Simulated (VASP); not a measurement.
# Cu in VASP: further runs

Cu is run at these levels: PBE; tasks: single point.

Everything below comes from runs of VASP 6.6.1. Logs are shortened: lines on timing, memory, paths and dates and some standing lists are left out, and cuts for length are marked.

## (1) The cell of the first run

The typed cell holds 2 atoms: a = 2.537 Å, b = 2.541 Å, c = 3.718 Å, α = 90.00°, β = 90.04°, γ = 90.00°.

## (2) Single point, PBE

Input file INCAR:

```
SYSTEM = Cu
  PREC = Accurate
  ENCUT = 520
  EDIFF = 1E-6
  ISMEAR = 0
  SIGMA = 0.1
  LREAL = .FALSE.
  LASPH = .TRUE.
  NELM = 60
  ALGO = Normal
  ISIF = 2
  LWAVE = .FALSE.
  LCHARG = .FALSE.
  GGA = PE
  NBANDS = 18
```

Input file KPOINTS:

```
regular mesh
0
G
  6 6 6
  0 0 0
```

Input file POSCAR:

```
Cu
1.0
    2.5346078458      0.0000000000      0.1091165141
    0.0000000000      2.5409708763      0.0000000000
   -0.1622413307      0.0000000000      3.7143121673
Cu
2
Direct
    0.7500046835      0.7500000000      0.7499980974
    0.2499953165      0.2500000000      0.2500019026
```

Potentials or basis: VASP PAW PBE potentials, release 64 (Cu).

Command:

```
$ cat potpaw_PBE.64/Cu/POTCAR > POTCAR
$ mpirun -np 1 vasp_std > vasp.out
```

OUTCAR:

```text
SYSTEM = Cu
   PREC = Accurate
   ENCUT = 520
   EDIFF = 1E-6
   ISMEAR = 0
   LREAL = .FALSE.
   LASPH = .TRUE.
   NELM = 60
   ISIF = 2
   GGA = PE

 ion  position               nearest neighbor table
   1  0.750  0.750  0.750-   2 2.58   2 2.58   2 2.58   2 2.58   2 2.58   2 2.58   2 2.58   2 2.58

   2  0.250  0.250  0.250-   1 2.58   1 2.58   1 2.58   1 2.58   1 2.58   1 2.58   1 2.58   1 2.58

  LATTYP: Found a simple monoclinic cell.
 ALAT       =     2.5369555269
 B/A-ratio  =     1.0015827433
 C/A-ratio  =     1.4654785209
 COS(beta)  =    -0.0006282162

  Lattice vectors:

 A1 = (   2.5346078458,   0.0000000000,   0.1091165141)
 A2 = (   0.0000000000,   2.5409708763,   0.0000000000)
 A3 = (  -0.1622413307,   0.0000000000,   3.7143121673)

Analysis of symmetry for initial positions (statically):
=====================================================================
 Subroutine PRICEL returns:
 Original cell was already a primitive cell.

 Routine SETGRP: Setting up the symmetry group for a
 simple monoclinic supercell.

 Subroutine GETGRP returns: Found  4 space group operations
 (whereof  2 operations were pure point group operations)
 out of a pool of  4 trial point group operations.

The static configuration has the point symmetry S_2 .
 The point group associated with its full space group is C_2h.

Analysis of symmetry for dynamics (positions and initial velocities):
=====================================================================
 Subroutine PRICEL returns:
 Original cell was already a primitive cell.

 Routine SETGRP: Setting up the symmetry group for a
 simple monoclinic supercell.

 Subroutine GETGRP returns: Found  4 space group operations
 (whereof  2 operations were pure point group operations)
 out of a pool of  4 trial point group operations.

The dynamic configuration has the point symmetry S_2 .
 The point group associated with its full space group is C_2h.

 Subroutine INISYM returns: Found  4 space group operations
 (whereof  2 operations are pure point group operations),
 and found     1 'primitive' translations

----------------------------------------------------------------------------------------

                                     Primitive cell

  volume of cell :      23.9665
[... 78 lines left out ...]
   NGXF,Y,Z  is equivalent  to a cutoff of  26.21, 26.17, 25.04 a.u.
 SYSTEM =  Cu
   PREC   = accura    normal or accurate (medium, high low for compatibility)
   ISTART =      0    job   : 0-new  1-cont  2-samecut
   ICHARG =      2    charge: 1-file 2-atom 10-const
   ISPIN  =      1    spin polarized calculation?
   LNONCOLLINEAR =      F non collinear calculations
   LSORBIT =      F    spin-orbit coupling
   LASPH  =      T    aspherical Exc in radial PAW
   ENCUT  =  520.0 eV  38.22 Ry    6.18 a.u.   4.72  4.72  6.91*2*pi/ulx,y,z
   NELM   =     60;   NELMIN=  2; NELMDL= -5     # of ELM steps
   EDIFF  = 0.1E-05   stopping-criterion for ELM
   LREAL  =      F    real-space projection
   EDIFFG = 0.1E-04   stopping-criterion for IOM
   NSW    =      0    number of steps for IOM
   IBRION =     -1    ionic relax: 0-MD 1-quasi-New 2-CG
   NFREE  =      0    steps in history (QN), initial steepest desc. (CG)
   ISIF   =      2    stress and relaxation
   ISYM   =      2    0-nonsym 1-usesym 2-fastsym
   POTIM  = 0.5000    time-step for ionic-motion
   TEBEG  =    0.0;   TEEND  =   0.0 temperature during run
   PSTRESS=    0.0 pullay stress
   NELECT =      22.0000    total number of electrons
   NUPDOWN=      -1.0000    fix difference up-down
   EMIN   =  10.00;   EMAX   =-10.00  energy-range for DOS
   EFERMI =   0.00;   METHOD = LEGACY
   ISMEAR =     0;   SIGMA  =   0.10  broadening in eV -4-tet -1-fermi 0-gaus
   EFERMI_NEDOS =   21; number of points for ismear=-14 and -15
   IALGO  =     38    algorithm
   IMIX   =      4    mixing-type and parameters
     AMIX     =   0.40;   BMIX     =  1.00
     AMIX_MAG =   1.60;   BMIX_MAG =  1.00
  volume/ion in A,a.u.               =      11.98        80.87
  Fermi-wavevector in a.u.,A,eV,Ry     =   1.591039  3.006628 34.441854  2.531405
  Thomas-Fermi vector in A             =   2.689641
   LORBIT       =      0    0 simple, 1 ext, 2 COOP (PROOUT), +10 PAW based schemes
   GGA     = PE    functional components
   LHFCALC =     F    Hartree Fock is set to
   AEXX    =    0.0000 exact exchange contribution
   IVDW    =     0    specifies the selected vdW correction
   LEPSILON=     F    determine dielectric tensor
   LRPA    =     F    only Hartree local field effects (RPA)
 non-spin polarized calculation
 Gauss-broadening in eV      SIGMA  =   0.10
  energy-cutoff  :      520.00
  volume of cell :       23.97
 maximum number of plane-waves:       673
   NGX =  9   NGY =  9   NGZ = 13

 number of electron      21.9999997 magnetization

 Free energy of the ion-electron system (eV)
  ---------------------------------------------------
  ext. energy  EPLUGINS =         0.00000000
  ---------------------------------------------------
  free energy    TOTEN  =        -7.41633361 eV

  energy without entropy =       -7.41279145  energy(sigma->0) =       -7.41456253

 E-fermi :   7.4527     XC(G=0): -12.6414

 val. band max:        7.4520449840   @ k =   0.5000   0.1667  -0.0000
 cond. band min:       7.5600322709   @ k =   0.1667   0.5000   0.1667
 fundamental gap:      0.1079872869
 Fermi energy:         7.4526630765

 k-point     1 :       0.0000    0.0000    0.0000
  band No.  band energies     occupation
      1      -1.8338      2.00000
      2       2.5871      2.00000
      3       3.0636      2.00000
      4       4.3052      2.00000
      5       4.4858      2.00000
      6       4.4932      2.00000
[... 481 lines left out ...]
      5       4.3620      2.00000
      6       4.6694      2.00000
[... 10 lines left out ...]
     17      24.8151      0.00000
     18      30.4510      0.00000

 [... further k-points ...]
[... 5 lines left out ...]
  --------------------------------------------------------------------------------------
  -------------------------------------------------------------------------------------
  Total        0.1389089      0.1199517      0.1351397      0.0000000      0.0000000      0.0089030
  in kB        9.2861574      8.0188539      9.0341825      0.0000000      0.0000000      0.5951734
  external PRESSURE =       8.7797313 kB  Pullay stress =       0.0000000 kB

 VOLUME and BASIS-vectors are now :
 -----------------------------------------------------------------------------
  energy-cutoff  :      520.00
  volume of cell :       23.97
      direct lattice vectors                 reciprocal lattice vectors
     2.534607846  0.000000000  0.109116514     0.393797832  0.000000000  0.017201108
     0.000000000  2.540970876  0.000000000     0.000000000  0.393550359  0.000000000
    -0.162241331  0.000000000  3.714312167    -0.011568722  0.000000000  0.268723529

 POSITION                                       TOTAL-FORCE (eV/Angst)
 -----------------------------------------------------------------------------------
      1.77929      1.90573      2.86756        -0.000066     -0.000000      0.000087
      0.59308      0.63524      0.95586         0.000066      0.000000     -0.000087
 -----------------------------------------------------------------------------------
    total drift:                               -0.000000     -0.000000      0.000000

  FREE ENERGIE OF THE ION-ELECTRON SYSTEM (eV)
  ---------------------------------------------------
  free  energy   TOTEN  =        -7.4163336058 eV

  energy  without entropy=       -7.4127914530  energy(sigma->0) =       -7.41456253
```

OSZICAR:

```text
N       E                     dE             d eps       ncg     rms          rms(c)
DAV:   1     0.122166124818E+03    0.12217E+03   -0.10503E+04  3098   0.217E+03
DAV:   2    -0.293643475407E+01   -0.12510E+03   -0.11896E+03  2888   0.286E+02
DAV:   3    -0.912664914308E+01   -0.61902E+01   -0.58678E+01  3170   0.846E+01
DAV:   4    -0.919443752550E+01   -0.67788E-01   -0.67738E-01  3326   0.975E+00
DAV:   5    -0.919531551901E+01   -0.87799E-03   -0.87795E-03  3500   0.952E-01    0.108E+01
DAV:   6    -0.815138924810E+01    0.10439E+01   -0.11303E+01  3098   0.953E+01    0.554E+00
DAV:   7    -0.743913886454E+01    0.71225E+00   -0.22243E+00  3126   0.394E+01    0.734E-01
DAV:   8    -0.742068583741E+01    0.18453E-01   -0.18785E-02  3918   0.193E+00    0.497E-01
DAV:   9    -0.741629948461E+01    0.43864E-02   -0.72594E-03  3250   0.243E+00    0.220E-02
DAV:  10    -0.741633298366E+01   -0.33499E-04   -0.19482E-04  3416   0.160E-01    0.582E-03
DAV:  11    -0.741633360579E+01   -0.62213E-06   -0.29592E-06  3226   0.254E-02
   1 F= -.74163336E+01 E0= -.74145625E+01  d E =-.354215E-02
```

stdout:

```text
POSCAR found type information on POSCAR Cu
 POSCAR found :  1 types and       2 ions
 scaLAPACK will be used
 LDA part: xc-table for (Slater+PW92), standard interpolation
 POSCAR, INCAR and KPOINTS ok, starting setup
 FFT: planning ... GRIDC
 FFT: planning ... GRID_SOFT
 FFT: planning ... GRID
 WAVECAR not read
 entering main loop
```

Run time: 32 s. Hardware: 1 thread of Intel Xeon 8259CL, shared host; peak memory 0.15 GiB.

Results:

```yaml
Free_energy: -7.4163 eV
Pressure: 0.9 GPa
Band_gap_on_the_k_mesh: zero (bands 11 and 12 overlap by 8.05 eV)
```

Stress tensor (GPa, compression positive):
```
0.93 0.00 0.06
0.00 0.80 0.00
0.06 0.00 0.90
```

Caveat: the k points lie up to 0.41 Å⁻¹ apart, too coarse for converged energies and pressures of a metal.

[end of part 1 of 2]
